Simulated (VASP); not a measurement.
Input of a VASP 6.6.1 run:

Contents of INCAR:

```
SYSTEM = NbTeI2
PREC = Accurate ; ENCUT = 520
EDIFF = 1E-7 ; ISMEAR = 0
SIGMA = 0.1 ; LREAL = .FALSE.
LASPH = .TRUE. ; NELM = 100
ALGO = Normal ; ISIF = 2
LWAVE = .FALSE. ; LCHARG = .FALSE.
GGA = PE ; NBANDS = 24
```

KPOINTS

```
regular mesh
0
G
  4 4 4
  0 0 0
```

POSCAR

```
NbTeI2
1.0
    5.9160000000      0.0000000000      0.0000000000
    0.0000000000      5.9160000000      0.0000000000
    0.0000000000      0.0000000000      5.9160000000
Nb Te I
1 1 2
Direct
    0.0000000000      0.0000000000      0.0000000000
    0.0000000000      0.0000000000      0.5000000000
    0.5000000000      0.0000000000      0.0000000000
    0.0000000000      0.5000000000      0.0000000000
```

Potentials or basis: VASP PAW PBE potentials, release 64 (Nb_sv, Te, I).

The run is started by

```console
$ cat potpaw_PBE.64/Nb_sv/POTCAR potpaw_PBE.64/Te/POTCAR potpaw_PBE.64/I/POTCAR > POTCAR
$ mpirun -np 1 vasp_std > vasp.out
```

(1) Predict the pressure.

Results:

(1) -4.4 GPa.

Caveat: an odd number of electrons without spin polarisation forces a metal; a magnetic or distorted state may lie lower.
